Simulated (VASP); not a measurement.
# BP in VASP: single point with revPBE+D3(BJ)

Aim: the single point of BP with revPBE+D3(BJ).

Program: VASP 6.6.1. These are calculated values, not measurements. Logs are shortened: lines on timing, memory, paths and dates and some standing lists are left out, and cuts for length are marked.

**1. The cell of the first run**

The cell holds a sheet with vacuum, 2 atoms: a = 3.209 Å, b = 3.209 Å, c = 23.800 Å, α = 90.00°, β = 90.00°, γ = 120.00°.

**2. Single point, revPBE+D3(BJ)**

INCAR

```
SYSTEM = BP
  PREC = Accurate
  ENCUT = 420
  EDIFF = 1E-6
  ISMEAR = 0
  SIGMA = 0.03
  LREAL = .FALSE.
  LASPH = .TRUE.
  NELM = 120
  ALGO = Normal
  ISIF = 2
  LWAVE = .FALSE.
  LCHARG = .TRUE.
  LDIPOL = .TRUE.
  IDIPOL = 3
  DIPOL = 0.5 0.5 0.294
  GGA = RE
  IVDW = 12
  LELF = .TRUE.
  LVHAR = .TRUE.
  LVACPOTAV = .TRUE.
  NBANDS = 11
  GGA_COMPAT = .FALSE.
  NELMDL = -8
```

KPOINTS

```
Automatic mesh
0
G
  12 12 1
  0 0 0
```

POSCAR

```
BP
1.0
    3.2093184468      0.0000000000      0.0000000000
   -1.6046592234      2.7793513037      0.0000000000
    0.0000000000      0.0000000000     23.8000000000
B P
1 1
Direct
    0.3333333333      0.6666666667      0.2941176471
    0.6666666667      0.3333333333      0.2941176471
```

Potentials or basis: VASP PAW PBE potentials, release 64 (B, P).

Command:

```sh
$ cat potpaw_PBE.64/B/POTCAR potpaw_PBE.64/P/POTCAR > POTCAR
$ mpirun -np 1 vasp_std > vasp.out
```

OUTCAR:

```text
SYSTEM = BP
   PREC = Accurate
   ENCUT = 420
   EDIFF = 1E-6
   ISMEAR = 0
   LREAL = .FALSE.
   LASPH = .TRUE.
   NELM = 120
   ISIF = 2
   GGA = RE
   IVDW = 12
   NELMDL = -8
 IVDW          = 12

 ion  position               nearest neighbor table
   1  0.333  0.667  0.294-   2 1.85   2 1.85   2 1.85
   2  0.667  0.333  0.294-   1 1.85   1 1.85   1 1.85

  LATTYP: Found a hexagonal cell.
 ALAT       =     3.2093184468
 C/A-ratio  =     7.4159047768

  Lattice vectors:

 A1 = (   3.2093184468,   0.0000000000,   0.0000000000)
 A2 = (  -1.6046592234,   2.7793513037,   0.0000000000)
 A3 = (   0.0000000000,   0.0000000000,  23.8000000000)

Analysis of symmetry for initial positions (statically):
=====================================================================
 Subroutine PRICEL returns:
 Original cell was already a primitive cell.

 Routine SETGRP: Setting up the symmetry group for a
 hexagonal supercell.

 Subroutine GETGRP returns: Found 12 space group operations
 (whereof  6 operations were pure point group operations)
 out of a pool of 24 trial point group operations.

The static configuration has the point symmetry C_3v.
 The point group associated with its full space group is D_3h.

Analysis of symmetry for dynamics (positions and initial velocities):
=====================================================================
 Subroutine PRICEL returns:
 Original cell was already a primitive cell.

 Routine SETGRP: Setting up the symmetry group for a
 hexagonal supercell.

 Subroutine GETGRP returns: Found 12 space group operations
 (whereof  6 operations were pure point group operations)
 out of a pool of 24 trial point group operations.

The dynamic configuration has the point symmetry C_3v.
 The point group associated with its full space group is D_3h.

 Subroutine INISYM returns: Found 12 space group operations
 (whereof  6 operations are pure point group operations),
 and found     1 'primitive' translations

----------------------------------------------------------------------------------------

                                     Primitive cell

  volume of cell :     212.2918

  direct lattice vectors                    reciprocal lattice vectors
     3.209318447  0.000000000  0.000000000     0.311592638  0.179898093  0.000000000
    -1.604659223  2.779351304  0.000000000     0.000000000  0.359796186  0.000000000
     0.000000000  0.000000000 23.800000000     0.000000000  0.000000000  0.042016807

  length of vectors
     3.209318447  3.209318447 23.800000000     0.359796186  0.359796186  0.042016807
[... 89 lines left out ...]
   EFERMI =   0.00;   METHOD = LEGACY
   ISMEAR =     0;   SIGMA  =   0.03  broadening in eV -4-tet -1-fermi 0-gaus
   EFERMI_NEDOS =   21; number of points for ismear=-14 and -15
   IALGO  =     38    algorithm
   IMIX   =      4    mixing-type and parameters
     AMIX     =   0.40;   BMIX     =  1.00
     AMIX_MAG =   1.60;   BMIX_MAG =  1.00
  volume/ion in A,a.u.               =     106.15       716.31
  Fermi-wavevector in a.u.,A,eV,Ry     =   0.548859  1.037192  4.098696  0.301246
  Thomas-Fermi vector in A             =   1.579735
   LORBIT       =      0    0 simple, 1 ext, 2 COOP (PROOUT), +10 PAW based schemes
   GGA     = RE    functional components
   LHFCALC =     F    Hartree Fock is set to
   AEXX    =    0.0000 exact exchange contribution
   IVDW    =    12    specifies the selected vdW correction
   LEPSILON=     F    determine dielectric tensor
   LRPA    =     F    only Hartree local field effects (RPA)
 non-spin polarized calculation
 Gauss-broadening in eV      SIGMA  =   0.03
  energy-cutoff  :      420.00
  volume of cell :      212.29
 maximum number of plane-waves:      4207
 NGX is ok and might be reduce to    24
   NGX = 11   NGY = 11   NGZ = 79

 dipolmoment           0.000000      0.000000     -0.000000 electrons x Angstroem

 number of electron       8.0000001 magnetization

 dipolmoment           0.000000      0.000000      0.000001 electrons x Angstroem

 Free energy of the ion-electron system (eV)
  ---------------------------------------------------
  ext. energy  EPLUGINS =         0.00000000
  ---------------------------------------------------
  free energy    TOTEN  =       -11.74047215 eV

  energy without entropy =      -11.74047215  energy(sigma->0) =      -11.74047215

 E-fermi :  -3.5728     XC(G=0):  -1.8185

 val. band max:       -3.7064496444   @ k =   0.3333   0.3333   0.0000
 cond. band min:      -2.7788218123   @ k =   0.3333   0.3333   0.0000
 fundamental gap:      0.9276278320
 Fermi energy:        -3.5727712843

 k-point     1 :       0.0000    0.0000    0.0000
  band No.  band energies     occupation
      1     -17.3954      2.00000
      2      -7.8321      2.00000
      3      -5.3284      2.00000
      4      -5.3284      2.00000
      5       0.0713      0.00000
      6       0.9780      0.00000
      7       0.9780      0.00000
      8       1.0724      0.00000
      9       1.3783      0.00000
     10       1.8946      0.00000
     11       2.0109      0.00000
[... 239 lines left out ...]
 k-point    19 :       0.3333    0.3333    0.0000
  band No.  band energies     occupation
      1     -13.9415      2.00000
      2     -11.6289      2.00000
      3      -9.9437      2.00000
      4      -3.7064      2.00000
      5      -2.7788      0.00000
      6       2.7764      0.00000
      7       3.6351      0.00000
      8       4.8751      0.00000
      9       5.9463      0.00000
     10       6.9166      0.00000
     11       7.0065      0.00000

------------------------ aborting loop because EDIFF is reached ----------------------------------------

 Edisp (eV)   -0.55524

 E8    (eV) :    -0.3756

  FORCE on cell =-STRESS in cart. coord.  units (eV):
  Direction    XX          YY          ZZ          XY          YZ          ZX
  --------------------------------------------------------------------------------------
  -------------------------------------------------------------------------------------
  Total      -0.06629    -0.06629    -0.00454     0.00000     0.00000     0.00000
  in kB      -0.50026    -0.50026    -0.03428     0.00000     0.00000     0.00000
  external pressure =       -0.34 kB  Pullay stress =        0.00 kB

 VOLUME and BASIS-vectors are now :
 -----------------------------------------------------------------------------
  energy-cutoff  :      420.00
  volume of cell :      212.29
      direct lattice vectors                 reciprocal lattice vectors
     3.209318447  0.000000000  0.000000000     0.311592638  0.179898093  0.000000000
    -1.604659223  2.779351304  0.000000000     0.000000000  0.359796186  0.000000000
     0.000000000  0.000000000 23.800000000     0.000000000  0.000000000  0.042016807

 POSITION                                       TOTAL-FORCE (eV/Angst)
 -----------------------------------------------------------------------------------
     -0.00000      1.85290      7.00000         0.000000      0.000000     -0.000000
      1.60466      0.92645      7.00000        -0.000000      0.000000      0.000000
 -----------------------------------------------------------------------------------
    total drift:                               -0.000000      0.000000     -0.000000

  FREE ENERGIE OF THE ION-ELECTRON SYSTEM (eV)
  ---------------------------------------------------
  free  energy   TOTEN  =       -12.2957164138 eV

  energy  without entropy=      -12.2957164138  energy(sigma->0) =      -12.29571641

 vacuum level on the upper side and lower side of the slab         1.348         1.348
```

OSZICAR:

```text
N       E                     dE             d eps       ncg     rms          rms(c)
DAV:   1     0.462180890667E+02    0.46218E+02   -0.23115E+03   418   0.403E+02
DAV:   2    -0.805089947401E+01   -0.54269E+02   -0.47416E+02   609   0.873E+01
DAV:   3    -0.124949749993E+02   -0.44441E+01   -0.44386E+01   586   0.328E+01
[... 15 lines left out ...]
DAV:  19    -0.117403990436E+02   -0.23534E-03   -0.25626E-05   474   0.148E-02    0.320E-03
DAV:  20    -0.117404514243E+02   -0.52381E-04   -0.85535E-06   544   0.841E-03    0.120E-03
DAV:  21    -0.117404633083E+02   -0.11884E-04   -0.54737E-07   539   0.264E-03    0.688E-04
DAV:  22    -0.117404711631E+02   -0.78547E-05   -0.22800E-07   496   0.149E-03    0.207E-04
DAV:  23    -0.117404721526E+02   -0.98947E-06   -0.11310E-08   538   0.338E-04
   1 F= -.12295716E+02 E0= -.12295716E+02  d E =-.559889E-12
```

stdout:

```text
POSCAR found type information on POSCAR B P
 POSCAR found :  2 types and       2 ions
 scaLAPACK will be used
 -----------------------------------------------------------------------------
|                                                                             |
[... 23 lines left out ...]
|     field-free region was found. Please increase the size of  your cell     |
|     in the dimension of the dipole correction to obtain accurate            |
|     workfunction values.                                                    |
|                                                                             |
 -----------------------------------------------------------------------------
```

It took 1.9 min on 1 thread of Intel Xeon 8259CL, shared host; peak memory 0.29 GiB.

Results:

```yaml
Free_energy: -12.2957 eV
Band_gap_on_the_k_mesh: 0.93 eV
Dispersion_energy_per_atom: -0.278 eV
```

Levels at points of the mesh, in eV from the valence-band top:
| k point | band 1 | band 2 | band 3 | band 4 | band 5 | band 6 | band 7 | band 8 | band 9 |
| --- | --- | --- | --- | --- | --- | --- | --- | --- | --- |
| (0.00, 0.00, 0.00) | -13.69 | -4.13 | -1.62 | -1.62 | 3.78 | 4.68 | 4.68 | 4.78 | 5.08 |
| (0.50, 0.00, 0.00) | -10.88 | -8.32 | -3.61 | -1.04 | 1.51 | 2.88 | 7.90 | 8.82 | 9.34 |

Caveat: the PAW data sets were made with another functional, which shifts forces and pressure a little.
